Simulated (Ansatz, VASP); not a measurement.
AlNi in VASP and in Ansatz

```
Ni Al
1.0
     2.91891    0.00000    0.00000
     0.00000    2.91891    0.00000
     0.00000    0.00000    2.91891
Ni Al
1 1
Direct
  0.50000 0.50000 0.50000
  0.00000 0.00000 0.00000
```

Alike in both runs: task single point; functional r2SCAN; k mesh 9 × 9 × 9; occupations fermi-dirac, width 0.05 eV; collinear spin.

|  | VASP | Ansatz |
| --- | --- | --- |
| version | VASP 6.6.1 | Ansatz 0.2.0 |
| potentials or method | VASP PAW PBE potentials, release 64 (Ni, Al) | Ansatz PAW |
| plane-wave cutoff (eV) | 520 | 500 |
| valence electrons in the cell | 13 | 21 |

|  | VASP | Ansatz | Ansatz less VASP |
| --- | --- | --- | --- |
| gap on the k mesh at the Fermi level (eV) | none | none | - |
| pressure (GPa) | -9.3 | -9.1 | +0.15 |
| net moment per atom (μB) | 0.00 | 0.00 | 0.000 |

VASP's potentials were made for PBE, not for r2SCAN. A gap of «none» marks a metal or a gap that the smearing closes. VASP's potentials hold 13 valence electrons a cell and Ansatz's 21, so a difference there can come from the potentials and not from the codes.

Noted on Ansatz's run: the magnetic or orbital state may not be the lowest.
